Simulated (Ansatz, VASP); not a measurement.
## Sn2C3 in VASP and in Ansatz

```
Sn C
1.0
     3.61324    2.08610    2.54168
    -3.61324    2.08610    2.54168
     0.00000   -4.17221    2.54168
Sn C
2 3
Direct
  0.31373 0.31373 0.31373
  0.68627 0.68627 0.68627
  0.50000 0.00000 0.50000
  0.50000 0.50000 0.00000
  0.00000 0.50000 0.50000
```

Alike in both runs: task relaxation of cell and atoms; functional PBE; k mesh 4 × 4 × 4; occupations gaussian, width 0.2 eV; no spin polarisation.

```csv
,VASP,Ansatz
version,VASP 6.6.1,Ansatz 0.2.0
potentials or method,"VASP PAW PBE potentials, release 64 (Sn_d, C), cutoff 600 eV","scalar-relativistic, plane waves, PAW"
valence electrons in the cell,40,40
```

```tsv
	VASP	Ansatz	Ansatz less VASP
gap on the k mesh at the Fermi level, each at its own relaxed structure (eV)	none	none	-
relaxed volume (Å³/atom)	16.82	16.90	+0.082
relaxed length of the cell vector where the two differ most in proportion (Å)	4.483	4.491	+0.0080
```

A gap of «none» marks a metal or a gap that the smearing closes.

Noted on VASP's run: the volume moved by over 15 % at a fixed basis, so the end points are rough.
